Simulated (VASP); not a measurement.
# BeS (F-43m) in VASP: further runs

BeS is run at these levels: PBEsol; tasks: single point, relaxation of cell and atoms.

All numbers are computed with VASP 6.6.1; they aren't measurements. Logs are shortened: lines on timing, memory, paths and dates and some standing lists are left out, and cuts for length are marked.

### Step 1. The cell of the first run

Symmetry: F-43m, No. 216, cubic system. Conventional cell: a = 4.838 Å, b = 4.838 Å, c = 4.838 Å, α = 90.00°, β = 90.00°, γ = 90.00°. Within 2.8 Å of Be (site symmetry -43m) lie 4 S at 2.09 Å. S (site symmetry -43m) has 4 Be at 2.09 Å within 2.8 Å.

### Step 2. Single point, PBEsol

INCAR

```
PREC = Accurate
ENCUT = 520
EDIFF = 1E-6
ISMEAR = -1
SIGMA = 0.03
LREAL = F
LASPH = T
NELM = 100
ALGO = Normal
ISIF = 2
LWAVE = F
LCHARG = T
GGA = PS
LELF = T
LVHAR = T
NBANDS = 11
```

KPOINTS

```
Automatic mesh
0
Gamma
  8 8 8
```

POSCAR

```
BeS
1.0
    0.0000000000      2.4188538186      2.4188538186
    2.4188538186      0.0000000000      2.4188538186
    2.4188538186      2.4188538186      0.0000000000
Be S
1 1
Direct
    0.0000000000      0.0000000000      0.0000000000
    0.7500000000      0.7500000000      0.7500000000
```

Potentials or basis: VASP PAW PBE potentials, release 64 (Be, S).

Run with:

```bash
$ cat potpaw_PBE.64/Be/POTCAR potpaw_PBE.64/S/POTCAR > POTCAR
$ mpirun -np 1 vasp_std > vasp.out
```

OUTCAR:

```text
PREC = Accurate
   ENCUT = 520
   EDIFF = 1E-6
   ISMEAR = -1
   LREAL = F
   LASPH = T
   NELM = 100
   ISIF = 2
   GGA = PS

 ion  position               nearest neighbor table
   1  0.000  0.000  0.000-   2 2.09   2 2.09   2 2.09   2 2.09
   2  0.750  0.750  0.750-   1 2.09   1 2.09   1 2.09   1 2.09

  LATTYP: Found a face centered cubic cell.
 ALAT       =     4.8377076372

  Lattice vectors:

 A1 = (   0.0000000000,   2.4188538186,   2.4188538186)
 A2 = (   2.4188538186,   0.0000000000,   2.4188538186)
 A3 = (   2.4188538186,   2.4188538186,   0.0000000000)

Analysis of symmetry for initial positions (statically):
=====================================================================
 Subroutine PRICEL returns:
 Original cell was already a primitive cell.

 Routine SETGRP: Setting up the symmetry group for a
 face centered cubic supercell.

 Subroutine GETGRP returns: Found 24 space group operations
 (whereof 24 operations were pure point group operations)
 out of a pool of 48 trial point group operations.

The static configuration has the point symmetry T_d .

Analysis of symmetry for dynamics (positions and initial velocities):
=====================================================================
 Subroutine PRICEL returns:
 Original cell was already a primitive cell.

 Routine SETGRP: Setting up the symmetry group for a
 face centered cubic supercell.

 Subroutine GETGRP returns: Found 24 space group operations
 (whereof 24 operations were pure point group operations)
 out of a pool of 48 trial point group operations.

The dynamic configuration has the point symmetry T_d .

 Subroutine INISYM returns: Found 24 space group operations
 (whereof 24 operations are pure point group operations),
 and found     1 'primitive' translations

----------------------------------------------------------------------------------------

                                     Primitive cell

  volume of cell :      28.3047

  direct lattice vectors                    reciprocal lattice vectors
     0.000000000  2.418853819  2.418853819    -0.206709474  0.206709474  0.206709474
     2.418853819  0.000000000  2.418853819     0.206709474 -0.206709474  0.206709474
     2.418853819  2.418853819  0.000000000     0.206709474  0.206709474 -0.206709474

  length of vectors
     3.420775876  3.420775876  3.420775876     0.358031311  0.358031311  0.358031311

  position of ions in fractional coordinates (direct lattice)
     0.000000000  0.000000000  0.000000000
     0.750000000  0.750000000  0.750000000

  ion indices of the primitive-cell ions
   primitive index   ion index
                 1           1
                 2           2

----------------------------------------------------------------------------------------

 KPOINTS: Automatic mesh

Automatic generation of k-mesh.
 Grid dimensions read from file:
 generate k-points for:    8    8    8

 Generating k-lattice:

  Cartesian coordinates                     Fractional coordinates (reciprocal lattice)
    -0.025838684  0.025838684  0.025838684     0.125000000  0.000000000  0.000000000
     0.025838684 -0.025838684  0.025838684     0.000000000  0.125000000  0.000000000
     0.025838684  0.025838684 -0.025838684     0.000000000  0.000000000  0.125000000

  Length of vectors
     0.044753914  0.044753914  0.044753914

  Shift w.r.t. Gamma in fractional coordinates (k-lattice)
     0.000000000  0.000000000  0.000000000

 Subroutine IBZKPT returns following result:
 ===========================================

 Found     29 irreducible k-points:

 Following reciprocal coordinates:
            Coordinates               Weight
  0.000000  0.000000  0.000000      1.000000
  0.125000  0.000000  0.000000      8.000000
  0.250000  0.000000  0.000000      8.000000
  0.375000  0.000000  0.000000      8.000000
  0.500000  0.000000  0.000000      4.000000
  0.125000  0.125000  0.000000      6.000000
[... 16 lines left out ...]
  0.500000  0.250000  0.125000     48.000000
 -0.375000  0.250000  0.125000     24.000000
 [... further k-points ...]
   k-points           NKPTS =     29   k-points in BZ     NKDIM =     29   number of bands    NBANDS=     11
   number of dos      NEDOS =    301   number of ions     NIONS =      2
   total plane-waves  NPLWV =  21952
   dimension x,y,z NGX =    28 NGY =   28 NGZ =   28
   dimension x,y,z NGXF=    56 NGYF=   56 NGZF=   56
   ions per type =               1   1
   NGX,Y,Z   is equivalent  to a cutoff of  13.61, 13.61, 13.61 a.u.
   NGXF,Y,Z  is equivalent  to a cutoff of  27.22, 27.22, 27.22 a.u.
 SYSTEM =  unknown system
   PREC   = accura    normal or accurate (medium, high low for compatibility)
   ISTART =      0    job   : 0-new  1-cont  2-samecut
   ICHARG =      2    charge: 1-file 2-atom 10-const
   ISPIN  =      1    spin polarized calculation?
   LNONCOLLINEAR =      F non collinear calculations
   LSORBIT =      F    spin-orbit coupling
   LASPH  =      T    aspherical Exc in radial PAW
   ENCUT  =  520.0 eV  38.22 Ry    6.18 a.u.   6.36  6.36  6.36*2*pi/ulx,y,z
   NELM   =    100;   NELMIN=  2; NELMDL= -5     # of ELM steps
   EDIFF  = 0.1E-05   stopping-criterion for ELM
   LREAL  =      F    real-space projection
   EDIFFG = 0.1E-04   stopping-criterion for IOM
   NSW    =      0    number of steps for IOM
   IBRION =     -1    ionic relax: 0-MD 1-quasi-New 2-CG
   NFREE  =      0    steps in history (QN), initial steepest desc. (CG)
   ISIF   =      2    stress and relaxation
   ISYM   =      2    0-nonsym 1-usesym 2-fastsym
   POTIM  = 0.5000    time-step for ionic-motion
   TEBEG  =    0.0;   TEEND  =   0.0 temperature during run
   PSTRESS=    0.0 pullay stress
   NELECT =       8.0000    total number of electrons
   NUPDOWN=      -1.0000    fix difference up-down
   EMIN   =  10.00;   EMAX   =-10.00  energy-range for DOS
   EFERMI =   0.00;   METHOD = LEGACY
   ISMEAR =    -1;   SIGMA  =   0.03  broadening in eV -4-tet -1-fermi 0-gaus
   EFERMI_NEDOS =   21; number of points for ismear=-14 and -15
   IALGO  =     38    algorithm
   IMIX   =      4    mixing-type and parameters
     AMIX     =   0.40;   BMIX     =  1.00
     AMIX_MAG =   1.60;   BMIX_MAG =  1.00
  volume/ion in A,a.u.               =      14.15        95.50
  Fermi-wavevector in a.u.,A,eV,Ry     =   1.074365  2.030256 15.704664  1.154260
  Thomas-Fermi vector in A             =   2.210191
   LORBIT       =      0    0 simple, 1 ext, 2 COOP (PROOUT), +10 PAW based schemes
   GGA     = PS    functional components
   LHFCALC =     F    Hartree Fock is set to
   AEXX    =    0.0000 exact exchange contribution
   IVDW    =     0    specifies the selected vdW correction
   LEPSILON=     F    determine dielectric tensor
   LRPA    =     F    only Hartree local field effects (RPA)
 non-spin polarized calculation
  energy-cutoff  :      520.00
  volume of cell :       28.30
 maximum number of plane-waves:       778
 NGX is ok and might be reduce to    28
   NGX = 13   NGY = 13   NGZ = 13

 number of electron       8.0000000 magnetization

 Free energy of the ion-electron system (eV)
  ---------------------------------------------------
  ext. energy  EPLUGINS =         0.00000000
  ---------------------------------------------------
  free energy    TOTEN  =       -10.56410767 eV

  energy without entropy =      -10.56410767  energy(sigma->0) =      -10.56410767

 E-fermi :   4.8112     XC(G=0):  -9.9322

 val. band max:        4.2235863409   @ k =   0.0000   0.0000   0.0000
 cond. band min:       7.1343421995   @ k =   0.5000   0.5000   0.0000
 fundamental gap:      2.9107558586
 Fermi energy:         4.8112046220

 k-point     1 :       0.0000    0.0000    0.0000
  band No.  band energies     occupation
      1      -9.5459      2.00000
      2       4.2236      2.00000
      3       4.2236      2.00000
      4       4.2236      2.00000
      5       9.8300      0.00000
      6       9.8300      0.00000
      7       9.8300      0.00000
      8       9.9937      0.00000
      9      17.0335      0.00000
     10      17.0335      0.00000
     11      18.9583      0.00000

 k-point     2 :       0.1250    0.0000    0.0000
  band No.  band energies     occupation
      1      -9.3649      2.00000
      2       2.9904      2.00000
      3       4.0190      2.00000
      4       4.0190      2.00000
      5       9.7402      0.00000
      6      10.1926      0.00000
      7      10.1926      0.00000
      8      11.3258      0.00000
      9      16.3015      0.00000
     10      16.3015      0.00000
     11      18.7547      0.00000

 k-point     3 :       0.2500    0.0000    0.0000
  band No.  band energies     occupation
      1      -8.8650      2.00000
      2       0.8452      2.00000
      3       3.6133      2.00000
      4       3.6133      2.00000
      5       9.6966      0.00000
      6      10.7373      0.00000
      7      10.7373      0.00000
      8      13.4300      0.00000
      9      16.0501      0.00000
     10      16.0501      0.00000
     11      18.2949      0.00000

 k-point     4 :       0.3750    0.0000    0.0000
  band No.  band energies     occupation
      1      -8.2259      2.00000
      2      -0.9502      2.00000
      3       3.2879      2.00000
      4       3.2879      2.00000
      5       9.6505      0.00000
      6      10.7871      0.00000
      7      10.7871      0.00000
      8      14.8613      0.00000
      9      17.4361      0.00000
     10      17.4361      0.00000
     11      18.5328      0.00000
[... 239 lines left out ...]
 k-point    22 :       0.3750    0.2500    0.1250
  band No.  band energies     occupation
      1      -8.4559      2.00000
      2       0.6149      2.00000
      3       2.0243      2.00000
      4       3.0773      2.00000
      5       9.6496      0.00000
      6      11.4548      0.00000
      7      11.6422      0.00000
      8      12.7572      0.00000
      9      15.7851      0.00000
     10      18.6201      0.00000
     11      20.1393      0.00000

 k-point    23 :       0.5000    0.2500    0.1250
  band No.  band energies     occupation
      1      -7.8923      2.00000
      2      -0.5742      2.00000
      3       1.4825      2.00000
      4       2.5918      2.00000
      5      10.1100      0.00000
      6      10.9607      0.00000
      7      12.6533      0.00000
      8      13.4659      0.00000
      9      16.8094      0.00000
     10      18.5998      0.00000
     11      20.7164      0.00000

 k-point    24 :      -0.3750    0.2500    0.1250
  band No.  band energies     occupation
      1      -7.6069      2.00000
      2      -1.1452      2.00000
      3       1.3892      2.00000
      4       2.3387      2.00000
      5      10.1889      0.00000
      6      10.7441      0.00000
      7      13.3440      0.00000
      8      14.6794      0.00000
      9      15.6099      0.00000
     10      19.5711      0.00000
     11      20.1429      0.00000

 [... further k-points ...]
[... 5 lines left out ...]
  --------------------------------------------------------------------------------------
  -------------------------------------------------------------------------------------
  Total        0.0316615      0.0316615      0.0316615     -0.0000000      0.0000000      0.0000000
  in kB        1.7921893      1.7921893      1.7921893     -0.0000000      0.0000000      0.0000000
  external PRESSURE =       1.7921893 kB  Pullay stress =       0.0000000 kB

 VOLUME and BASIS-vectors are now :
 -----------------------------------------------------------------------------
  energy-cutoff  :      520.00
  volume of cell :       28.30
      direct lattice vectors                 reciprocal lattice vectors
     0.000000000  2.418853819  2.418853819    -0.206709474  0.206709474  0.206709474
     2.418853819  0.000000000  2.418853819     0.206709474 -0.206709474  0.206709474
     2.418853819  2.418853819  0.000000000     0.206709474  0.206709474 -0.206709474

 POSITION                                       TOTAL-FORCE (eV/Angst)
 -----------------------------------------------------------------------------------
      0.00000      0.00000      0.00000        -0.000000      0.000000      0.000000
      3.62828      3.62828      3.62828         0.000000     -0.000000     -0.000000
 -----------------------------------------------------------------------------------
    total drift:                               -0.000000     -0.000000     -0.000000

  FREE ENERGIE OF THE ION-ELECTRON SYSTEM (eV)
  ---------------------------------------------------
  free  energy   TOTEN  =       -10.5641076707 eV

  energy  without entropy=      -10.5641076707  energy(sigma->0) =      -10.56410767
```

It took 19 s on 1 thread of Intel Xeon 8259CL, shared host; peak memory 0.15 GiB.

What came out:

```yaml
Free_energy: -10.5641 eV
Pressure: 0.2 GPa
Band_gap_on_the_k_mesh: 2.91 eV, indirect (least direct gap 5.61 eV)
```

Caveat: the PAW data sets were made with another functional, which shifts forces and pressure a little.

### Step 3. Relaxation of cell and atoms, PBEsol

This run uses another cell than the first one, of 14.44 Å³/atom, 1.020 times its volume.

INCAR

```
PREC     = Accurate       # precision mode
ENCUT    = 600            # plane-wave cutoff, eV
EDIFF    = 1E-6           # SCF threshold, eV
ISMEAR   = -1             # smearing method
SIGMA    = 0.03           # smearing width, eV
LREAL    = F              # projectors in reciprocal space
LASPH    = T              # aspherical terms in the spheres
NELM     = 60             # most SCF steps
ALGO     = Normal         # electronic algorithm
ISIF     = 3              # what is computed and relaxed
LWAVE    = F              # write WAVECAR
LCHARG   = F              # write CHGCAR
GGA      = PS             # functional
IBRION   = 2              # ionic algorithm
NSW      = 100            # ionic steps
EDIFFG   = -0.01          # ionic threshold
```

KPOINTS

```
regular mesh
0
Gamma
  8 8 8
```

POSCAR

```
BeS
1.0
    0.0000000000      2.4351516489      2.4351516489
    2.4351516489      0.0000000000      2.4351516489
    2.4351516489      2.4351516489      0.0000000000
Be S
1 1
Direct
    0.0000000000      0.0000000000      0.0000000000
    0.7500000000      0.7500000000      0.7500000000
```

Potentials or basis: VASP PAW PBE potentials, release 64 (Be, S).

Run with:

```bash
$ cat potpaw_PBE.64/Be/POTCAR potpaw_PBE.64/S/POTCAR > POTCAR
$ mpirun -np 1 vasp_std > vasp.out
```

OUTCAR:

```text
PREC = Accurate
   ENCUT = 600
   EDIFF = 1E-6
   ISMEAR = -1
   LREAL = F
   LASPH = T
   NELM = 60
   ISIF = 3
   GGA = PS
   IBRION = 2
   NSW = 100
   EDIFFG = -0.01

 ion  position               nearest neighbor table
   1  0.000  0.000  0.000-   2 2.11   2 2.11   2 2.11   2 2.11
   2  0.750  0.750  0.750-   1 2.11   1 2.11   1 2.11   1 2.11

  LATTYP: Found a face centered cubic cell.
 ALAT       =     4.8703032978

  Lattice vectors:

 A1 = (   0.0000000000,   2.4351516489,   2.4351516489)
 A2 = (   2.4351516489,   0.0000000000,   2.4351516489)
 A3 = (   2.4351516489,   2.4351516489,   0.0000000000)

Analysis of symmetry for initial positions (statically):
=====================================================================
 Subroutine PRICEL returns:
 Original cell was already a primitive cell.
[... 249 lines left out ...]

  energy without entropy =      -10.56442526  energy(sigma->0) =      -10.56442526

 E-fermi :   4.7922     XC(G=0):  -9.9237

 val. band max:        4.2017942633   @ k =   0.0000   0.0000   0.0000
 cond. band min:       7.1172863390   @ k =   0.5000   0.5000   0.0000
 fundamental gap:      2.9154920757
 Fermi energy:         4.7921796678

 k-point     1 :       0.0000    0.0000    0.0000
  band No.  band energies     occupation
      1      -9.5533      2.00000
      2       4.2018      2.00000
      3       4.2018      2.00000
      4       4.2018      2.00000
      5       9.8091      0.00000
      6       9.8091      0.00000
      7       9.8091      0.00000
      8       9.9546      0.00000
[... 243 lines left out ...]
 k-point    24 :      -0.3750    0.2500    0.1250
  band No.  band energies     occupation
      1      -7.6212      2.00000
      2      -1.1544      2.00000
      3       1.3741      2.00000
      4       2.3225      2.00000
      5      10.1681      0.00000
      6      10.7171      0.00000
      7      13.3126      0.00000
      8      14.6479      0.00000

 [... further k-points ...]
[... 5 lines left out ...]
  --------------------------------------------------------------------------------------
  -------------------------------------------------------------------------------------
  Total        0.0003169      0.0003169      0.0003169      0.0000000      0.0000000      0.0000000
  in kB        0.0178985      0.0178985      0.0178985      0.0000000      0.0000000      0.0000000
  external PRESSURE =       0.0178985 kB  Pullay stress =       0.0000000 kB
[... 17 lines left out ...]
  FREE ENERGIE OF THE ION-ELECTRON SYSTEM (eV)
  ---------------------------------------------------
  free  energy   TOTEN  =       -10.5644252625 eV

  energy  without entropy=      -10.5644252625  energy(sigma->0) =      -10.56442526

 reached required accuracy - stopping structural energy minimisation
```

CONTCAR:

```text
BeS
   1.00000000000000
    -0.0000000000000000    2.4205278014103713    2.4205278014103713
     2.4205278014103713   -0.0000000000000000    2.4205278014103713
     2.4205278014103713    2.4205278014103713   -0.0000000000000000
  Be              S
     1     1
Direct
     0.0000000000000000    0.0000000000000000    0.0000000000000000
     0.7500000000000000    0.7500000000000000    0.7500000000000000

  0.00000000E+00  0.00000000E+00  0.00000000E+00
  0.00000000E+00  0.00000000E+00  0.00000000E+00
```

It took 30 s on 1 thread of Intel Xeon 8259CL, shared host; peak memory 0.15 GiB.

What came out:

```
Free energy                            : -10.5644 eV
Relaxed volume                         : 14.18 Å³/atom
Relaxed cell                           : a = 3.423 Å, b = 3.423 Å, c = 3.423 Å, α = 60.00°, β = 60.00°, γ = 60.00°
Space group after relaxing (to 0.05 Å) : F-43m (No. 216)
Energy gained by relaxing              : 1.4 meV/atom
Ionic steps                            : 3
Pressure after relaxing                : 0.0 GPa
Band gap on the k mesh                 : 2.92 eV, indirect (least direct gap 5.61 eV)
```

The path:
| step | energy change (eV) | largest force (eV/Å) | pressure (GPa) | volume (Å³) |
| --- | --- | --- | --- | --- |
| 1 | 0.0000 | 0.0000 | -1.69 | 28.88 |
| 2 | -0.0026 | 0.0000 | 0.40 | 28.25 |
| 3 | -0.0028 | 0.0000 | 0.00 | 28.36 |

Final structure:
```cif
data_structure
_symmetry_space_group_name_H-M 'P 1'
_symmetry_Int_Tables_number 1
_cell_length_a 3.4231
_cell_length_b 3.4231
_cell_length_c 3.4231
_cell_angle_alpha 60.000
_cell_angle_beta 60.000
_cell_angle_gamma 60.000
_cell_volume 28.36
loop_
_atom_site_label
_atom_site_type_symbol
_atom_site_fract_x
_atom_site_fract_y
_atom_site_fract_z
_atom_site_occupancy
Be1 Be 0.00000 0.00000 0.00000 1
S1 S 0.75000 0.75000 0.75000 1
```

Caveat: the PAW data sets were made with another functional, which shifts forces and pressure a little.
